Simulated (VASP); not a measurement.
ZnO, 8 atoms in the cell. Symmetry: P4_2/mnm, No. 136, tetragonal system. Conventional cell: a = 5.513 Å, b = 5.513 Å, c = 3.242 Å, α = 90.00°, β = 90.00°, γ = 90.00°. Zn (site symmetry m2m) has 4 O at 1.94 to 2.01 Å within 2.6 Å. Within 2.6 Å of O (site symmetry m2m) lie 4 Zn at 1.94 to 2.01 Å. 

| Quantity | Value |
| --- | --- |
| Program | VASP 6.6.1 |
| Task | single point |
| Functional | PBEsol |
| Potentials or basis | VASP PAW PBE potentials, release 64 (Zn, O) |
| Cutoff | 520 eV |
| k mesh | 6 × 6 × 8 |
| Occupations | gaussian, width 0.02 eV |
| Spin | no spin polarisation |
| Dipole correction | no |
| Further INCAR settings | ALGO = Fast; EDIFF = 1e-06; NBANDS = 46 |

Potentials or basis: VASP PAW PBE potentials, release 64 (Zn, O).

The run is started by

```console
$ cat potpaw_PBE.64/Zn/POTCAR potpaw_PBE.64/O/POTCAR > POTCAR
$ mpirun -np 1 vasp_std > vasp.out
```

Hardware: 1 thread of Intel(R) Xeon(R) 6975P-C (Granite Rapids), with other jobs on the host.

Task: How long does it take, and how much memory?

Result: Run time: 110 s on 1 thread of Intel(R) Xeon(R) 6975P-C (Granite Rapids) (shared host), peak memory 0.29 GiB. Counts: scf iterations 16, k points 50.
